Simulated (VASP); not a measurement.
Write the native input for VASP 6.6.1 that does the following.

- Task: single point
- Functional: PBE
- Potentials or basis: VASP PAW PBE potentials, release 64 (Si, B, W_sv)
- Cutoff: 520 eV
- k mesh: 6 × 6 × 4
- Occupations: gaussian, width 0.1 eV
- Spin: no spin polarisation
- Dipole correction: no
- Further INCAR settings: ALGO = Normal; EDIFF = 1e-06; NBANDS = 22

The structure of SiB3W lies in POSCAR:

```
SiB3W
1.0
    4.1130814300      0.0000000000      0.0000000000
   -2.0565407100      3.5620330100      0.0000000000
    0.0000000000      0.0000000000      3.9463047300
Si B W
1 3 1
Direct
    0.0000000000      0.0000000000      0.5000000000
    0.5000000000      0.0000000000      0.0000000000
    0.0000000000      0.5000000000      0.0000000000
    0.5000000000      0.5000000000      0.0000000000
    0.0000000000      0.0000000000      0.0000000000
```

These files were run (other wordings do the same):

INCAR

```
SYSTEM = SiB3W
  ALGO = Normal
  EDIFF = 1E-6
  ENCUT = 520
  GGA = PE
  ISIF = 2
  ISMEAR = 0
  LASPH = .True.
  LCHARG = .False.
  LREAL = .False.
  LWAVE = .False.
  NBANDS = 22
  NELM = 80
  PREC = Accurate
  SIGMA = 0.1
```

KPOINTS

```
k-points
0
Gamma
  6 6 4
  0 0 0
```

Potentials or basis: VASP PAW PBE potentials, release 64 (Si, B, W_sv).

Run with:

```bash
$ cat potpaw_PBE.64/Si/POTCAR potpaw_PBE.64/B/POTCAR potpaw_PBE.64/W_sv/POTCAR > POTCAR
$ mpirun -np 1 vasp_std > vasp.out
```

It gave:

| Property | Result |
| --- | --- |
| Pressure | 64.6 GPa |

Caveat: the k points lie up to 0.40 Å⁻¹ apart.

It took 13 s on 1 thread of Intel(R) Xeon(R) Platinum 8488C (Sapphire Rapids), with other jobs on the host, peak memory 0.19 GiB.
